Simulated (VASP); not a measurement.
Here is a VASP 6.6.1 calculation.

Contents of POSCAR:

```
MoSe
1.0
    3.1072324860      0.0000000000      0.0000000000
    0.0000000000      3.1072324860      0.0000000000
    0.0000000000      0.0000000000      3.1072324860
Mo Se
1 1
Direct
    0.0000000000      0.0000000000      0.0000000000
    0.5000000000      0.5000000000      0.5000000000
```

File INCAR.step1:

```
SYSTEM = MoSe
ALGO = Normal
EDIFF = 1E-4
ENCUT = 520
GGA = PE
ISMEAR = 0
ISPIN = 2
LASPH = .TRUE.
LCHARG = .FALSE.
LMAXMIX = 4
LREAL = .FALSE.
LWAVE = .TRUE.
MAGMOM = 3.5 0
NBANDS = 21
NELM = 150
PREC = Accurate
SIGMA = 0.1
```

File INCAR.step2:

```
SYSTEM = MoSe
ALGO = Normal
EDIFF = 1E-6
ENCUT = 520
ISIF = 2
ISMEAR = 0
ISPIN = 2
ISTART = 1
LASPH = .TRUE.
LCHARG = .FALSE.
LMAXMIX = 4
LMIXTAU = .TRUE.
LORBIT = 11
LREAL = .FALSE.
LWAVE = .FALSE.
MAGMOM = 3.5 0
METAGGA = R2SCAN
NBANDS = 21
NELM = 150
PREC = Accurate
SIGMA = 0.1
```

File KPOINTS:

```
k-points
0
G
  14 14 14
  0 0 0
```

Potentials or basis: VASP PAW PBE potentials, release 64 (Mo_sv, Se).

Launch:

```bash
$ cat potpaw_PBE.64/Mo_sv/POTCAR potpaw_PBE.64/Se/POTCAR > POTCAR
$ cp INCAR.step1 INCAR
$ mpirun -np 1 vasp_std > vasp.out
$ cp INCAR.step2 INCAR
$ mpirun -np 1 vasp_std > vasp.out
```

Question: Estimate the net moment.

Answer: 0.00 μB per cell.

Question: Predict the pressure.

Answer: 5.9 GPa.

Question: What does it give for the band gap on the k mesh?

Answer: Zero (filled and empty bands overlap).

Caveat: the PAW data sets were made with another functional, which shifts forces and pressure a little.
